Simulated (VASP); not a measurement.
A run of VASP 6.6.1:

INCAR

```
  PREC = Accurate
  ENCUT = 520
  EDIFF = 1E-7
  ISMEAR = 0
  SIGMA = 0.05
  LREAL = False
  LASPH = True
  NELM = 100
  ALGO = Normal
  ISIF = 2
  LWAVE = False
  LCHARG = False
  GGA = PE
  NBANDS = 15
```

Contents of KPOINTS:

```
Automatic mesh
0
Gamma
  6 6 6
```

Contents of POSCAR:

```
KI
1.0
    0.0132170625      3.5245500000      3.5245500000
    3.5377670625      0.0000000000      3.5377670625
    3.5245500000      3.5245500000      0.0132170625
K I
1 1
Direct
    0.0000000000      0.0000000000      0.0000000000
    0.5000000000      0.5000000000      0.5000000000
```

Potentials or basis: VASP PAW PBE potentials, release 64 (K_sv, I).

The run is started by

```console
$ cat potpaw_PBE.64/K_sv/POTCAR potpaw_PBE.64/I/POTCAR > POTCAR
$ mpirun -np 1 vasp_std > vasp.out
```

Hardware: 1 thread of AMD EPYC 7R13, on a shared host.

Problem. Estimate the wall time of this run.

Solution. Wall time 2.7 min on 1 thread of AMD EPYC 7R13 (shared host), peak memory 0.23 GiB. Counts: scf iterations 16, k points 46.
